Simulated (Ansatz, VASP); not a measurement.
**BeCd3S2 in VASP and in Ansatz**

```
Be Cd S
1.0
     4.11413    0.00000    0.00000
     0.00000    4.11413    0.00000
     0.00000    0.00000    9.44164
Be Cd S
1 3 2
Direct
  0.00000 0.00000 0.50000
  0.50000 0.50000 0.00000
  0.00000 0.00000 0.00000
  0.50000 0.50000 0.50000
  0.00000 0.50000 0.35659
  0.50000 0.00000 0.64341
```

Change from the starting cell: species swapped into the Li3MnAs2 type (P-4m2, No. 115).

Alike in both runs: functional PBE; k mesh 10 × 10 × 4; occupations gaussian, width 0.1 eV; no spin polarisation.

Ansatz relaxed the structure, and its values are those at the end. VASP's run is a single point on that final structure, the one shown.

|  | VASP | Ansatz |
| --- | --- | --- |
| version | VASP 6.6.1 | Ansatz 0.2.0 |
| potentials or method | VASP PAW PBE potentials, release 64 (Be, Cd, S), cutoff 520 eV | scalar-relativistic, plane waves, PAW |
| valence electrons in the cell | 50 | 74 |

Ansatz gave:

| Property | Result |
| --- | --- |
| gap on the k mesh at the Fermi level (eV) | none |
| pressure (GPa) | 0.0 |
| rms of the force components (eV/Å) | 0.002 |

Task: Which values does VASP return?

Result: gap on the k mesh at the Fermi level (eV): none; pressure (GPa): 0.2; rms of the force components (eV/Å): 0.014.

A gap of «none» marks a metal or a gap that the smearing closes. With one functional, cell and mesh, what is left measures potentials, basis and numerics. VASP's potentials hold 50 valence electrons a cell and Ansatz's 74, so a difference there can come from the potentials and not from the codes.
